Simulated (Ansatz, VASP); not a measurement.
Two plane-wave programs on Zr2NbC3

```xyz
6
Lattice="3.3863 -3.6299 0.0000 3.3863 3.6299 0.0000 0.0000 0.0000 3.3214" Properties=species:S:1:pos:R:3 pbc="T T T"
Zr    1.6932   -1.8150    1.6607
Zr    1.6932    1.8150    1.6607
Nb    0.0000    0.0000    0.0000
C     3.3863   -1.5607    0.0000
C     3.3863    1.5607    0.0000
C     3.3863    0.0000    1.6607
```

Change from the starting cell: species swapped into the LaAl2Ag3 type (Cmmm, No. 65).

Alike in both runs: task single point; functional PBE; k mesh 4 × 4 × 6; occupations gaussian, width 0.1 eV; collinear spin.

|  | VASP | Ansatz |
| --- | --- | --- |
| version | VASP 6.6.1 | Ansatz 0.2.0 |
| potentials or method | VASP PAW PBE potentials, release 64 (Zr_sv, Nb_sv, C), cutoff 600 eV | scalar-relativistic, plane waves, PAW |
| valence electrons in the cell | 49 | 49 |

Ansatz gave:

```
gap on the k mesh at the Fermi level (eV)                     : none
pressure (GPa)                                                : 0.0
traceless stress, the component that is largest in VASP (GPa) : 0.15
net moment per atom (μB)                                      : 0.00
```

What did VASP give for the same quantities?

gap on the k mesh at the Fermi level (eV): none; pressure (GPa): 0.0; traceless stress, the component that is largest in VASP (GPa): 0.28; net moment per atom (μB): 0.00.

A gap of «none» marks a metal or a gap that the smearing closes. Ansatz's warnings: seeded moment not kept.
